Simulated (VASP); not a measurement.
# HfB (I4mm) in VASP: notebook

HfB is run at these levels: PBEsol; tasks: single point.

Everything below comes from runs of VASP 6.6.1. Logs are shortened: lines on timing, memory, paths and dates and some standing lists are left out, and cuts for length are marked.

**1. The cell of the first run**

Symmetry: I4mm, No. 107, tetragonal system. The conventional cell has a = 3.385 Å, b = 3.385 Å, c = 5.011 Å, α = 90.00°, β = 90.00°, γ = 90.00°. Within 3.2 Å of Hf (site symmetry 4mm) lie 6 B at 2.40 to 2.59 Å. B (site symmetry 4mm) has 6 Hf at 2.40 to 2.59 Å within 3.2 Å.

**2. Single point, PBEsol (atoms displaced along a vibrational mode, the cell strained)**

Input file INCAR:

```
SYSTEM = HfB
PREC = Accurate ; ENCUT = 520
EDIFF = 1E-7 ; ISMEAR = 0
SIGMA = 0.15 ; LREAL = .FALSE.
LASPH = .TRUE. ; NELM = 100
ALGO = Normal ; ISIF = 2
LWAVE = .FALSE. ; LCHARG = .TRUE.
GGA = PS ; LELF = .TRUE.
LVHAR = .TRUE. ; NBANDS = 14
```

Input file KPOINTS:

```
regular mesh
0
G
  16 16 16
  0 0 0
```

Input file POSCAR:

```
HfB
1.0
    0.0000000000      2.3936993068      2.3936993068
    2.5054850644      0.0000000000      2.3936993068
    2.5054850644      2.3936993068      0.0000000000
Hf B
1 1
Direct
    0.4990473968      0.5009526032      0.5009526032
    0.0157287926     -0.0157287926     -0.0157287926
```

Potentials or basis: VASP PAW PBE potentials, release 64 (Hf_pv, B).

Run with:

```sh
cat potpaw_PBE.64/Hf_pv/POTCAR potpaw_PBE.64/B/POTCAR > POTCAR
mpirun -np 1 vasp_std > vasp.out
```

OUTCAR:

```text
SYSTEM = HfB
   PREC = Accurate
   ENCUT = 520
   EDIFF = 1E-7
   ISMEAR = 0
   LREAL = .FALSE.
   LASPH = .TRUE.
   NELM = 100
   ISIF = 2
   GGA = PS

 ion  position               nearest neighbor table
   1  0.499  0.501  0.501-   2 2.40   2 2.40   2 2.40   2 2.40   2 2.42   2 2.59
   2  0.016  0.984  0.984-   1 2.40   1 2.40   1 2.40   1 2.40   1 2.42   1 2.59

  LATTYP: Found a body centered tetragonal cell.
 ALAT       =     3.3852020239
 C/A-ratio  =     1.4802573357

  Lattice vectors:

 A1 = (   2.5054850644,   0.0000000000,   2.3936993068)
 A2 = (   2.5054850644,   0.0000000000,  -2.3936993068)
 A3 = (  -2.5054850644,   2.3936993068,   0.0000000000)

Analysis of symmetry for initial positions (statically):
=====================================================================
 Subroutine PRICEL returns:
 Original cell was already a primitive cell.

 Routine SETGRP: Setting up the symmetry group for a
 body centered tetragonal supercell.

 Subroutine GETGRP returns: Found  8 space group operations
 (whereof  8 operations were pure point group operations)
 out of a pool of 16 trial point group operations.

The static configuration has the point symmetry C_4v.

Analysis of symmetry for dynamics (positions and initial velocities):
=====================================================================
 Subroutine PRICEL returns:
 Original cell was already a primitive cell.

 Routine SETGRP: Setting up the symmetry group for a
 body centered tetragonal supercell.

 Subroutine GETGRP returns: Found  8 space group operations
 (whereof  8 operations were pure point group operations)
 out of a pool of 16 trial point group operations.

The dynamic configuration has the point symmetry C_4v.

 Subroutine INISYM returns: Found  8 space group operations
 (whereof  8 operations are pure point group operations),
 and found     1 'primitive' translations

----------------------------------------------------------------------------------------

                                     Primitive cell

  volume of cell :      28.7118

  direct lattice vectors                    reciprocal lattice vectors
     0.000000000  2.393699307  2.393699307    -0.199562155  0.208881708  0.208881708
     2.505485064  0.000000000  2.393699307     0.199562155 -0.208881708  0.208881708
     2.505485064  2.393699307  0.000000000     0.199562155  0.208881708 -0.208881708

  length of vectors
     3.385202024  3.465148161  3.465148161     0.356494306  0.356494306  0.356494306

  position of ions in fractional coordinates (direct lattice)
     0.499047397  0.500952603  0.500952603
     0.015728793  0.984271207  0.984271207

  ion indices of the primitive-cell ions
   primitive index   ion index
                 1           1
                 2           2

----------------------------------------------------------------------------------------

 KPOINTS: regular mesh

Automatic generation of k-mesh.
 Grid dimensions read from file:
 generate k-points for:   16   16   16

 Generating k-lattice:

  Cartesian coordinates                     Fractional coordinates (reciprocal lattice)
    -0.012472635  0.013055107  0.013055107     0.062500000  0.000000000  0.000000000
     0.012472635 -0.013055107  0.013055107     0.000000000  0.062500000  0.000000000
     0.012472635  0.013055107 -0.013055107     0.000000000  0.000000000  0.062500000

  Length of vectors
     0.022280894  0.022280894  0.022280894

  Shift w.r.t. Gamma in fractional coordinates (k-lattice)
     0.000000000  0.000000000  0.000000000

 Subroutine IBZKPT returns following result:
 ===========================================

 Found    349 irreducible k-points:

 Following reciprocal coordinates:
            Coordinates               Weight
  0.000000  0.000000  0.000000      1.000000
  0.062500  0.000000  0.000000      8.000000
  0.125000  0.000000  0.000000      8.000000
  0.187500  0.000000  0.000000      8.000000
  0.250000  0.000000  0.000000      8.000000
  0.312500  0.000000  0.000000      8.000000
[... 16 lines left out ...]
 -0.125000  0.062500 -0.000000     16.000000
 -0.062500  0.062500 -0.000000      8.000000
 [... further k-points ...]
   k-points           NKPTS =    349   k-points in BZ     NKDIM =    349   number of bands    NBANDS=     14
   number of dos      NEDOS =    301   number of ions     NIONS =      2
   total plane-waves  NPLWV =  21952
   dimension x,y,z NGX =    28 NGY =   28 NGZ =   28
   dimension x,y,z NGXF=    56 NGYF=   56 NGZF=   56
   ions per type =               1   1
   NGX,Y,Z   is equivalent  to a cutoff of  13.75, 13.43, 13.43 a.u.
   NGXF,Y,Z  is equivalent  to a cutoff of  27.50, 26.87, 26.87 a.u.
 SYSTEM =  HfB
   PREC   = accura    normal or accurate (medium, high low for compatibility)
   ISTART =      0    job   : 0-new  1-cont  2-samecut
   ICHARG =      2    charge: 1-file 2-atom 10-const
   ISPIN  =      1    spin polarized calculation?
   LNONCOLLINEAR =      F non collinear calculations
   LSORBIT =      F    spin-orbit coupling
   LASPH  =      T    aspherical Exc in radial PAW
   ENCUT  =  520.0 eV  38.22 Ry    6.18 a.u.   6.29  6.44  6.44*2*pi/ulx,y,z
   NELM   =    100;   NELMIN=  2; NELMDL= -5     # of ELM steps
   EDIFF  = 0.1E-06   stopping-criterion for ELM
   LREAL  =      F    real-space projection
   EDIFFG = 0.1E-05   stopping-criterion for IOM
   NSW    =      0    number of steps for IOM
   IBRION =     -1    ionic relax: 0-MD 1-quasi-New 2-CG
   NFREE  =      0    steps in history (QN), initial steepest desc. (CG)
   ISIF   =      2    stress and relaxation
   ISYM   =      2    0-nonsym 1-usesym 2-fastsym
   POTIM  = 0.5000    time-step for ionic-motion
   TEBEG  =    0.0;   TEEND  =   0.0 temperature during run
   PSTRESS=    0.0 pullay stress
   NELECT =      13.0000    total number of electrons
   NUPDOWN=      -1.0000    fix difference up-down
   EMIN   =  10.00;   EMAX   =-10.00  energy-range for DOS
   EFERMI =   0.00;   METHOD = LEGACY
   ISMEAR =     0;   SIGMA  =   0.15  broadening in eV -4-tet -1-fermi 0-gaus
   EFERMI_NEDOS =   21; number of points for ismear=-14 and -15
   IALGO  =     38    algorithm
   IMIX   =      4    mixing-type and parameters
     AMIX     =   0.40;   BMIX     =  1.00
     AMIX_MAG =   1.60;   BMIX_MAG =  1.00
  volume/ion in A,a.u.               =      14.36        96.88
  Fermi-wavevector in a.u.,A,eV,Ry     =   1.257097  2.375570 21.501205  1.580294
  Thomas-Fermi vector in A             =   2.390773
   LORBIT       =      0    0 simple, 1 ext, 2 COOP (PROOUT), +10 PAW based schemes
   GGA     = PS    functional components
   LHFCALC =     F    Hartree Fock is set to
   AEXX    =    0.0000 exact exchange contribution
   IVDW    =     0    specifies the selected vdW correction
   LEPSILON=     F    determine dielectric tensor
   LRPA    =     F    only Hartree local field effects (RPA)
 non-spin polarized calculation
 Gauss-broadening in eV      SIGMA  =   0.15
  energy-cutoff  :      520.00
  volume of cell :       28.71
 maximum number of plane-waves:       792
 NGX is ok and might be reduce to    28
   NGX = 13   NGY = 13   NGZ = 13

 number of electron      13.0000001 magnetization

 Free energy of the ion-electron system (eV)
  ---------------------------------------------------
  ext. energy  EPLUGINS =         0.00000000
  ---------------------------------------------------
  free energy    TOTEN  =       -18.33112412 eV

  energy without entropy =      -18.31941212  energy(sigma->0) =      -18.32526812

 E-fermi :   4.0718     XC(G=0): -11.6905

 val. band max:        4.0654462038   @ k =   0.3125  -0.4375   0.0625
 cond. band min:       4.0796109587   @ k =   0.2500   0.0625   0.0000
 fundamental gap:      0.0141647550
 Fermi energy:         4.0718185494

 k-point     1 :       0.0000    0.0000    0.0000
  band No.  band energies     occupation
      1     -25.0095      2.00000
      2     -24.9721      2.00000
      3     -24.9721      2.00000
      4      -4.9881      2.00000
      5       5.7489      0.00000
      6       6.1036      0.00000
      7       6.1036      0.00000
      8       6.8443      0.00000
      9       7.8302      0.00000
     10       7.8302      0.00000
     11       7.9392      0.00000
     12       8.0766      0.00000
     13      14.9480      0.00000
     14      15.1367      0.00000

 k-point     2 :       0.0625    0.0000    0.0000
  band No.  band energies     occupation
      1     -25.0170      2.00000
      2     -24.9836      2.00000
      3     -24.9733      2.00000
      4      -4.8936      2.00000
      5       5.5212      0.00000
      6       5.8597      0.00000
      7       6.0375      0.00000
      8       6.6213      0.00000
      9       7.0190      0.00000
     10       7.8265      0.00000
     11       8.7788      0.00000
     12       9.0047      0.00000
     13      15.0946      0.00000
     14      15.3781      0.00000

 k-point     3 :       0.1250    0.0000    0.0000
  band No.  band energies     occupation
      1     -25.0524      2.00000
      2     -25.0021      2.00000
      3     -24.9768      2.00000
      4      -4.6159      2.00000
      5       4.7982      0.00000
      6       5.3239      0.00000
      7       5.5451      0.00000
      8       6.6136      0.00000
      9       6.8297      0.00000
     10       8.0744      0.00000
     11       9.8591      0.00000
     12      10.2423      0.00000
     13      15.4739      0.00000
     14      16.0444      0.00000
[... 324 lines left out ...]
 k-point    23 :      -0.1250    0.0625   -0.0000
  band No.  band energies     occupation
      1     -25.0794      2.00000
      2     -25.0030      2.00000
      3     -24.9889      2.00000
      4      -4.4172      2.00000
      5       4.4913      0.00008
      6       4.8939      0.00000
      7       5.1294      0.00000
      8       6.4023      0.00000
      9       7.3729      0.00000
     10       8.4711      0.00000
     11       9.9982      0.00000
     12      11.0337      0.00000
     13      15.6887      0.00000
     14      16.4889      0.00000

 k-point    24 :      -0.0625    0.0625   -0.0000
  band No.  band energies     occupation
      1     -25.0357      2.00000
      2     -24.9854      2.00000
      3     -24.9843      2.00000
      4      -4.7441      2.00000
      5       5.2943      0.00000
      6       5.3422      0.00000
      7       5.8850      0.00000
      8       6.1389      0.00000
      9       7.1703      0.00000
     10       8.2666      0.00000
     11       9.0504      0.00000
     12       9.8651      0.00000
     13      15.2969      0.00000
     14      15.7474      0.00000

 [... further k-points ...]
[... 5 lines left out ...]
  --------------------------------------------------------------------------------------
  -------------------------------------------------------------------------------------
  Total       -2.6306964     -0.4115630     -0.4115630      0.0000000      0.0000000      0.0000000
  in kB     -146.7980602    -22.9660276    -22.9660276      0.0000000      0.0000000      0.0000000
  external PRESSURE =     -64.2433718 kB  Pullay stress =       0.0000000 kB

 VOLUME and BASIS-vectors are now :
 -----------------------------------------------------------------------------
  energy-cutoff  :      520.00
  volume of cell :       28.71
      direct lattice vectors                 reciprocal lattice vectors
     0.000000000  2.393699307  2.393699307    -0.199562155  0.208881708  0.208881708
     2.505485064  0.000000000  2.393699307     0.199562155 -0.208881708  0.208881708
     2.505485064  2.393699307  0.000000000     0.199562155  0.208881708 -0.208881708

 POSITION                                       TOTAL-FORCE (eV/Angst)
 -----------------------------------------------------------------------------------
      2.51026      2.39370      2.39370        -0.420165      0.000000      0.000000
      4.93215      2.39370      2.39370         0.420165      0.000000      0.000000
 -----------------------------------------------------------------------------------
    total drift:                               -0.000070      0.000000      0.000000

  FREE ENERGIE OF THE ION-ELECTRON SYSTEM (eV)
  ---------------------------------------------------
  free  energy   TOTEN  =       -18.3311241209 eV

  energy  without entropy=      -18.3194121201  energy(sigma->0) =      -18.32526812
```

Run time: 66 s. Hardware: 1 thread of Intel Xeon 6975P-C (Granite Rapids), shared host; peak memory 0.28 GiB.

What came out:

| Item | Value |
| --- | --- |
| Free energy | -18.3311 eV |
| Pressure | -6.4 GPa |
| Largest force | 0.420 eV/Å |
| Band gap on the k mesh | zero (an odd number of electrons rules out a gap without spin polarisation) |

Forces in eV/Å, atoms in the order of the input:
```
Hf  -0.420  0.000  0.000
B    0.420  0.000  0.000
```

Levels at points of the mesh, in eV from the Fermi level:
```csv
k point,band 4,band 5,band 6,band 7,band 8,band 9,band 10,band 11
"(0.00, 0.00, 0.00)",-9.06,1.68,2.03,2.03,2.77,3.76,3.76,3.87
"(0.50, 0.00, 0.00)",-4.65,-4.39,-1.20,-1.07,5.37,5.64,6.34,7.54
"(0.50, 0.50, 0.00)",-6.25,-1.11,-0.87,1.76,1.94,5.25,6.33,6.84
"(0.00, 0.50, 0.50)",-6.40,-1.55,-0.76,2.13,2.13,5.25,6.58,6.58
```

Caveat: the cell differs from its parent crystal (atoms displaced along a vibrational mode, the cell strained); the cell stands under tension; the PAW data sets were made with another functional, which shifts forces and pressure a little; spin-orbit coupling is left out, which moves the levels of the heavy elements.

**3. Single point, PBEsol (atoms displaced along a vibrational mode, the cell strained)**

Input file INCAR:

```
SYSTEM = HfB
PREC = Accurate
ENCUT = 520
EDIFF = 1E-6
ISMEAR = 0
SIGMA = 0.15
LREAL = .FALSE.
LASPH = .TRUE.
NELM = 60
ALGO = Normal
ISIF = 2
LWAVE = .FALSE.
LCHARG = .FALSE.
GGA = PS
NBANDS = 14
```

KPOINTS is that of step 2.

Input file POSCAR:

```
HfB
1.0
    0.0000000000      2.3936993068      2.3936993068
    2.5612582583      0.0000000000      2.3936993068
    2.5612582583      2.3936993068      0.0000000000
Hf B
1 1
Direct
    0.4995230658      0.5004769342      0.5004769342
    0.0078748404     -0.0078748404     -0.0078748404
```

Potentials or basis: VASP PAW PBE potentials, release 64 (Hf_pv, B).

Run with:

```sh
cat potpaw_PBE.64/Hf_pv/POTCAR potpaw_PBE.64/B/POTCAR > POTCAR
mpirun -np 1 vasp_std > vasp.out
```

It took 52 s on 1 thread of Intel Xeon 6975P-C (Granite Rapids), shared host; peak memory 0.27 GiB.

The run converged. Its results:

- Free energy: -18.2707 eV
- Pressure: -9.3 GPa
- Largest force: 0.148 eV/Å
- Band gap on the k mesh: zero (an odd number of electrons rules out a gap without spin polarisation)

Forces on the atoms (eV/Å):
```
Hf  -0.148  0.000  0.000
B    0.148  0.000  0.000
```

Stress tensor (GPa, compression positive):
```
-21.14   0.00   0.00
  0.00  -3.33   0.00
  0.00   0.00  -3.33
```

Levels at points of the mesh, in eV from the Fermi level:
| k point | band 3 | band 4 | band 5 | band 6 | band 7 | band 8 | band 9 | band 10 | band 11 | band 12 |
| --- | --- | --- | --- | --- | --- | --- | --- | --- | --- | --- |
| (0.00, 0.00, 0.00) | -29.14 | -8.98 | 1.52 | 2.17 | 2.17 | 2.86 | 3.53 | 3.63 | 3.63 | 3.89 |
| (0.50, 0.00, 0.00) | -29.16 | -4.56 | -4.44 | -1.23 | -1.03 | 5.20 | 5.58 | 6.23 | 7.42 | 11.22 |
| (0.50, 0.50, 0.00) | -29.32 | -6.18 | -1.07 | -0.77 | 1.69 | 1.78 | 5.02 | 6.03 | 6.79 | 7.39 |
| (0.00, 0.50, 0.50) | -29.25 | -6.41 | -1.70 | -0.70 | 2.18 | 2.18 | 5.12 | 6.40 | 6.40 | 7.02 |

Caveat: the cell differs from its parent crystal (atoms displaced along a vibrational mode, the cell strained); the cell stands under tension; the PAW data sets were made with another functional, which shifts forces and pressure a little; spin-orbit coupling is left out, which moves the levels of the heavy elements.
